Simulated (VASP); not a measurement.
# ScIn3 (Pm-3m) in VASP: a series of runs

ScIn3 is run at these levels: LDA; tasks: single point.

All numbers are computed with VASP 6.6.1; they aren't measurements. Logs are shortened: lines on timing, memory, paths and dates and some standing lists are left out, and cuts for length are marked.

**1. The cell of the first run**

It takes space group Pm-3m (No. 221, cubic). Conventional cell: a = 4.460 Å, b = 4.460 Å, c = 4.460 Å, α = 90.00°, β = 90.00°, γ = 90.00°. Within 4.1 Å of Sc (site symmetry m-3m) lie 12 In at 3.15 Å. In (site symmetry 4/mmm) has 4 Sc at 3.15 Å and 8 In at 3.15 Å within 4.1 Å.

**2. Single point, LDA**

INCAR reads:

```
SYSTEM = ScIn3
PREC = Accurate
ENCUT = 520
EDIFF = 1E-7
ISMEAR = 1
SIGMA = 0.05
LREAL = .FALSE.
LASPH = .TRUE.
NELM = 80
ALGO = Normal
ISIF = 2
LWAVE = .FALSE.
LCHARG = .FALSE.
NBANDS = 33
```

KPOINTS reads:

```
Automatic mesh
0
G
  5 5 5
  0 0 0
```

POSCAR reads:

```
ScIn3
1.0
    4.4600000000      0.0000000000      0.0000000000
    0.0000000000      4.4600000000      0.0000000000
    0.0000000000      0.0000000000      4.4600000000
Sc In
1 3
Direct
    0.0000000000      0.0000000000      0.0000000000
    0.0000000000      0.5000000000      0.5000000000
    0.5000000000      0.0000000000      0.5000000000
    0.5000000000      0.5000000000      0.0000000000
```

Potentials or basis: VASP PAW LDA potentials, release 64 (Sc_sv, In_d).

Started as:

```
$ cat potpaw_LDA.64/Sc_sv/POTCAR potpaw_LDA.64/In_d/POTCAR > POTCAR
$ mpirun -np 1 vasp_std > vasp.out
```

OUTCAR:

```text
SYSTEM = ScIn3
   PREC = Accurate
   ENCUT = 520
   EDIFF = 1E-7
   ISMEAR = 1
   LREAL = .FALSE.
   LASPH = .TRUE.
   NELM = 80
   ISIF = 2

 ion  position               nearest neighbor table
   1  0.000  0.000  0.000-   2 3.15   3 3.15   4 3.15   2 3.15   3 3.15   2 3.15   4 3.15   2 3.15
                             3 3.15   4 3.15   3 3.15   4 3.15
   2  0.000  0.500  0.500-   1 3.15   3 3.15   4 3.15   1 3.15   4 3.15   1 3.15   3 3.15   1 3.15
                             3 3.15   4 3.15   4 3.15   3 3.15
   3  0.500  0.000  0.500-   1 3.15   2 3.15   4 3.15   1 3.15   4 3.15   2 3.15   4 3.15   4 3.15
                             1 3.15   2 3.15   1 3.15   2 3.15
   4  0.500  0.500  0.000-   1 3.15   2 3.15   3 3.15   2 3.15   3 3.15   1 3.15   3 3.15   3 3.15
                             1 3.15   2 3.15   2 3.15   1 3.15

  LATTYP: Found a simple cubic cell.
 ALAT       =     4.4600000000

  Lattice vectors:

 A1 = (   4.4600000000,   0.0000000000,   0.0000000000)
 A2 = (   0.0000000000,   4.4600000000,   0.0000000000)
 A3 = (   0.0000000000,   0.0000000000,   4.4600000000)

Analysis of symmetry for initial positions (statically):
=====================================================================
 Subroutine PRICEL returns:
 Original cell was already a primitive cell.

 Routine SETGRP: Setting up the symmetry group for a
 simple cubic supercell.

 Subroutine GETGRP returns: Found 48 space group operations
 (whereof 48 operations were pure point group operations)
 out of a pool of 48 trial point group operations.

The static configuration has the point symmetry O_h .

Analysis of symmetry for dynamics (positions and initial velocities):
=====================================================================
 Subroutine PRICEL returns:
 Original cell was already a primitive cell.

 Routine SETGRP: Setting up the symmetry group for a
 simple cubic supercell.

 Subroutine GETGRP returns: Found 48 space group operations
 (whereof 48 operations were pure point group operations)
 out of a pool of 48 trial point group operations.

The dynamic configuration has the point symmetry O_h .

 Subroutine INISYM returns: Found 48 space group operations
 (whereof 48 operations are pure point group operations),
 and found     1 'primitive' translations

----------------------------------------------------------------------------------------

                                     Primitive cell

  volume of cell :      88.7165

  direct lattice vectors                    reciprocal lattice vectors
     4.460000000  0.000000000  0.000000000     0.224215247  0.000000000  0.000000000
     0.000000000  4.460000000  0.000000000     0.000000000  0.224215247  0.000000000
     0.000000000  0.000000000  4.460000000     0.000000000  0.000000000  0.224215247

  length of vectors
     4.460000000  4.460000000  4.460000000     0.224215247  0.224215247  0.224215247

  position of ions in fractional coordinates (direct lattice)
     0.000000000  0.000000000  0.000000000
     0.000000000  0.500000000  0.500000000
     0.500000000  0.000000000  0.500000000
     0.500000000  0.500000000  0.000000000

  ion indices of the primitive-cell ions
   primitive index   ion index
                 1           1
                 2           2
                 3           3
                 4           4

----------------------------------------------------------------------------------------

 KPOINTS: Automatic mesh

Automatic generation of k-mesh.
 Grid dimensions read from file:
 generate k-points for:    5    5    5

 Generating k-lattice:

  Cartesian coordinates                     Fractional coordinates (reciprocal lattice)
     0.044843049  0.000000000  0.000000000     0.200000000  0.000000000  0.000000000
     0.000000000  0.044843049  0.000000000     0.000000000  0.200000000  0.000000000
     0.000000000  0.000000000  0.044843049     0.000000000  0.000000000  0.200000000

  Length of vectors
     0.044843049  0.044843049  0.044843049

  Shift w.r.t. Gamma in fractional coordinates (k-lattice)
     0.000000000  0.000000000  0.000000000

 Subroutine IBZKPT returns following result:
 ===========================================

 Found     10 irreducible k-points:

 Following reciprocal coordinates:
            Coordinates               Weight
  0.000000  0.000000  0.000000      1.000000
  0.200000  0.000000  0.000000      6.000000
  0.400000  0.000000  0.000000      6.000000
  0.200000  0.200000  0.000000     12.000000
  0.400000  0.200000  0.000000     24.000000
  0.400000  0.400000  0.000000     12.000000
  0.200000  0.200000  0.200000      8.000000
  0.400000  0.200000  0.200000     24.000000
  0.400000  0.400000  0.200000     24.000000
  0.400000  0.400000  0.400000      8.000000
   k-points           NKPTS =     10   k-points in BZ     NKDIM =     10   number of bands    NBANDS=     33
   number of dos      NEDOS =    301   number of ions     NIONS =      4
   total plane-waves  NPLWV =  46656
   dimension x,y,z NGX =    36 NGY =   36 NGZ =   36
   dimension x,y,z NGXF=    72 NGYF=   72 NGZF=   72
   ions per type =               1   3
   NGX,Y,Z   is equivalent  to a cutoff of  13.42, 13.42, 13.42 a.u.
   NGXF,Y,Z  is equivalent  to a cutoff of  26.84, 26.84, 26.84 a.u.
 SYSTEM =  ScIn3
   PREC   = accura    normal or accurate (medium, high low for compatibility)
   ISTART =      0    job   : 0-new  1-cont  2-samecut
   ICHARG =      2    charge: 1-file 2-atom 10-const
   ISPIN  =      1    spin polarized calculation?
   LNONCOLLINEAR =      F non collinear calculations
   LSORBIT =      F    spin-orbit coupling
   LASPH  =      T    aspherical Exc in radial PAW
   ENCUT  =  520.0 eV  38.22 Ry    6.18 a.u.   8.29  8.29  8.29*2*pi/ulx,y,z
   NELM   =     80;   NELMIN=  2; NELMDL= -5     # of ELM steps
   EDIFF  = 0.1E-06   stopping-criterion for ELM
   LREAL  =      F    real-space projection
   EDIFFG = 0.1E-05   stopping-criterion for IOM
   NSW    =      0    number of steps for IOM
   IBRION =     -1    ionic relax: 0-MD 1-quasi-New 2-CG
   NFREE  =      0    steps in history (QN), initial steepest desc. (CG)
   ISIF   =      2    stress and relaxation
   ISYM   =      2    0-nonsym 1-usesym 2-fastsym
   POTIM  = 0.5000    time-step for ionic-motion
   TEBEG  =    0.0;   TEEND  =   0.0 temperature during run
   PSTRESS=    0.0 pullay stress
   NELECT =      50.0000    total number of electrons
   NUPDOWN=      -1.0000    fix difference up-down
   EMIN   =  10.00;   EMAX   =-10.00  energy-range for DOS
   EFERMI =   0.00;   METHOD = LEGACY
   ISMEAR =     1;   SIGMA  =   0.05  broadening in eV -4-tet -1-fermi 0-gaus
   EFERMI_NEDOS =   21; number of points for ismear=-14 and -15
   IALGO  =     38    algorithm
   IMIX   =      4    mixing-type and parameters
     AMIX     =   0.40;   BMIX     =  1.00
     AMIX_MAG =   1.60;   BMIX_MAG =  1.00
  volume/ion in A,a.u.               =      22.18       149.67
  Fermi-wavevector in a.u.,A,eV,Ry     =   1.352270  2.555419 24.880066  1.828633
  Thomas-Fermi vector in A             =   2.479622
   LORBIT       =      0    0 simple, 1 ext, 2 COOP (PROOUT), +10 PAW based schemes
   GGA     = CA    functional components
   LHFCALC =     F    Hartree Fock is set to
   AEXX    =    0.0000 exact exchange contribution
   IVDW    =     0    specifies the selected vdW correction
   LEPSILON=     F    determine dielectric tensor
   LRPA    =     F    only Hartree local field effects (RPA)
 non-spin polarized calculation
 Methfessel and Paxton  Order N= 1 SIGMA  =   0.05
  energy-cutoff  :      520.00
  volume of cell :       88.72
 maximum number of plane-waves:      2408
 NGX is ok and might be reduce to    36
   NGX = 17   NGY = 17   NGZ = 17

 number of electron      50.0000012 magnetization

 Free energy of the ion-electron system (eV)
  ---------------------------------------------------
  ext. energy  EPLUGINS =         0.00000000
  ---------------------------------------------------
  free energy    TOTEN  =       -17.97684690 eV

  energy without entropy =      -17.97563142  energy(sigma->0) =      -17.97644174

 E-fermi :   8.0803     XC(G=0): -11.1498

 val. band max:        7.8038653148   @ k =   0.4000   0.4000   0.0000
 cond. band min:       8.1001594668   @ k =   0.2000   0.2000   0.0000
 fundamental gap:      0.2962941521
 Fermi energy:         8.0802662665

 k-point     1 :       0.0000    0.0000    0.0000
  band No.  band energies     occupation
      1     -41.2005      2.00000
      2     -20.1953      2.00000
      3     -20.1953      2.00000
      4     -20.1953      2.00000
      5      -6.9247      2.00000
      6      -6.9087      2.00000
[... 25 lines left out ...]
     32      12.5240      0.00000
     33      12.5240      0.00000

 k-point     2 :       0.2000    0.0000    0.0000
  band No.  band energies     occupation
      1     -41.2004      2.00000
      2     -20.1993      2.00000
      3     -20.1954      2.00000
      4     -20.1954      2.00000
      5      -6.8948      2.00000
      6      -6.8727      2.00000
[... 25 lines left out ...]
     32      12.4775      0.00000
     33      12.4776      0.00000

 k-point     3 :       0.4000    0.0000    0.0000
  band No.  band energies     occupation
      1     -41.2002      2.00000
      2     -20.2059      2.00000
      3     -20.1957      2.00000
      4     -20.1957      2.00000
      5      -6.8700      2.00000
      6      -6.7625      2.00000
[... 25 lines left out ...]
     32      11.3939      0.00000
     33      11.5184      0.00000

 k-point     4 :       0.2000    0.2000    0.0000
  band No.  band energies     occupation
      1     -41.2003      2.00000
      2     -20.1997      2.00000
      3     -20.1987      2.00000
      4     -20.1956      2.00000
      5      -6.8525      2.00000
      6      -6.8451      2.00000
[... 25 lines left out ...]
     32      12.6955      0.00000
     33      12.9768      0.00000

 k-point     5 :       0.4000    0.2000    0.0000
  band No.  band energies     occupation
      1     -41.2001      2.00000
      2     -20.2053      2.00000
      3     -20.1989      2.00000
      4     -20.1958      2.00000
      5      -6.8170      2.00000
      6      -6.7507      2.00000
[... 25 lines left out ...]
     32      11.9131      0.00000
     33      13.0771      0.00000

 k-point     6 :       0.4000    0.4000    0.0000
  band No.  band energies     occupation
      1     -41.2000      2.00000
      2     -20.2045      2.00000
      3     -20.2041      2.00000
      4     -20.1960      2.00000
      5      -6.7296      2.00000
      6      -6.7051      2.00000
[... 25 lines left out ...]
     32      12.3756      0.00000
     33      12.5093      0.00000

 k-point     7 :       0.2000    0.2000    0.2000
  band No.  band energies     occupation
      1     -41.2002      2.00000
      2     -20.2001      2.00000
      3     -20.1985      2.00000
      4     -20.1985      2.00000
      5      -6.8566      2.00000
      6      -6.7846      2.00000
[... 25 lines left out ...]
     32      12.6649      0.00000
     33      12.6649      0.00000

 k-point     8 :       0.4000    0.2000    0.2000
  band No.  band energies     occupation
      1     -41.2000      2.00000
      2     -20.2047      2.00000
      3     -20.1993      2.00000
      4     -20.1983      2.00000
      5      -6.8082      2.00000
      6      -6.7266      2.00000
[... 25 lines left out ...]
     32      12.2801      0.00000
     33      13.0611      0.00000

 k-point     9 :       0.4000    0.4000    0.2000
  band No.  band energies     occupation
      1     -41.1999      2.00000
      2     -20.2039      2.00000
      3     -20.2034      2.00000
      4     -20.1985      2.00000
      5      -6.7625      2.00000
      6      -6.7036      2.00000
[... 25 lines left out ...]
     32      12.2054      0.00000
     33      13.2902      0.00000

 k-point    10 :       0.4000    0.4000    0.4000
  band No.  band energies     occupation
      1     -41.1997      2.00000
      2     -20.2030      2.00000
      3     -20.2024      2.00000
      4     -20.2024      2.00000
      5      -6.7774      2.00000
      6      -6.7302      2.00000
[... 25 lines left out ...]
     32      11.1341      0.00000
     33      16.1581      0.00000

------------------------ aborting loop because EDIFF is reached ----------------------------------------

  FORCE on cell =-STRESS in cart. coord.  units (eV):
  Direction    XX          YY          ZZ          XY          YZ          ZX
  --------------------------------------------------------------------------------------
  -------------------------------------------------------------------------------------
  Total       -1.7474190     -1.7474190     -1.7474190      0.0000000      0.0000000      0.0000000
  in kB      -31.5575349    -31.5575349    -31.5575349      0.0000000      0.0000000      0.0000000
  external PRESSURE =     -31.5575349 kB  Pullay stress =       0.0000000 kB

 VOLUME and BASIS-vectors are now :
 -----------------------------------------------------------------------------
  energy-cutoff  :      520.00
  volume of cell :       88.72
      direct lattice vectors                 reciprocal lattice vectors
     4.460000000  0.000000000  0.000000000     0.224215247  0.000000000  0.000000000
     0.000000000  4.460000000  0.000000000     0.000000000  0.224215247  0.000000000
     0.000000000  0.000000000  4.460000000     0.000000000  0.000000000  0.224215247

 POSITION                                       TOTAL-FORCE (eV/Angst)
 -----------------------------------------------------------------------------------
      0.00000      0.00000      0.00000         0.000000      0.000000      0.000000
      0.00000      2.23000      2.23000         0.000000      0.000000      0.000000
      2.23000      0.00000      2.23000         0.000000      0.000000      0.000000
      2.23000      2.23000      0.00000         0.000000      0.000000      0.000000
 -----------------------------------------------------------------------------------
    total drift:                                0.000000      0.000000      0.000000

  FREE ENERGIE OF THE ION-ELECTRON SYSTEM (eV)
  ---------------------------------------------------
  free  energy   TOTEN  =       -17.9768468968 eV

  energy  without entropy=      -17.9756314207  energy(sigma->0) =      -17.97644174
```

Run time: 33 s. Hardware: 1 thread of Intel Xeon 8259CL, shared host; peak memory 0.18 GiB.

What came out:

| Item | Value |
| --- | --- |
| Free energy | -17.9768 eV |
| Pressure | -3.2 GPa |
| Band gap on the k mesh | zero (bands 25 and 26 overlap by 2.13 eV) |

Caveat: the cell stands under tension; spin-orbit coupling is left out, which moves the levels of the heavy elements.

(Continued in part 2 of 2.)

The gap in the log of VASP goes by the Fermi energy; the results here count the filled bands.